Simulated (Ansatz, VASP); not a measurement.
**Al2O5: VASP beside Ansatz**

```
CELL_PARAMETERS angstrom
4.88606 -1.49275 -0.87003
4.88606 1.49275 -0.87003
-5.24496 0.00000 6.39609
ATOMIC_POSITIONS crystal
Al 0.41208 0.41208 0.68581
Al 0.58792 0.58792 0.31419
O 0.63445 0.63445 0.01632
O 0.36555 0.36555 0.98368
O 0.00000 0.00000 0.00000
O 0.12337 0.12337 0.45617
O 0.87663 0.87663 0.54383
```

Alike in both runs: functional PBEsol; k mesh 12 × 12 × 8; occupations gaussian, width 0.01 eV; no spin polarisation.

Ansatz relaxed the structure, and its values are those at the end. VASP's run is a single point on that final structure, the one shown.

|  | VASP | Ansatz |
| --- | --- | --- |
| version | VASP 6.6.1 | Ansatz 0.2.0 |
| potentials or method | VASP PAW PBE potentials, release 64 (Al, O), cutoff 520 eV | scalar-relativistic, plane waves, PAW |
| valence electrons in the cell | 36 | 36 |

Ansatz gave:

| Item | Value |
| --- | --- |
| gap on the k mesh at the Fermi level (eV) | 0.36 |
| least direct gap on the mesh (eV) | 0.64 |
| pressure (GPa) | 0.0 |
| rms of the force components (eV/Å) | 0.002 |

Estimate VASP's values.

gap on the k mesh at the Fermi level (eV): 0.35; least direct gap on the mesh (eV): 0.64; pressure (GPa): 0.2; rms of the force components (eV/Å): 0.016.

VASP's potentials were made for PBE, not for PBEsol. With one functional, cell and mesh, what is left measures potentials, basis and numerics.
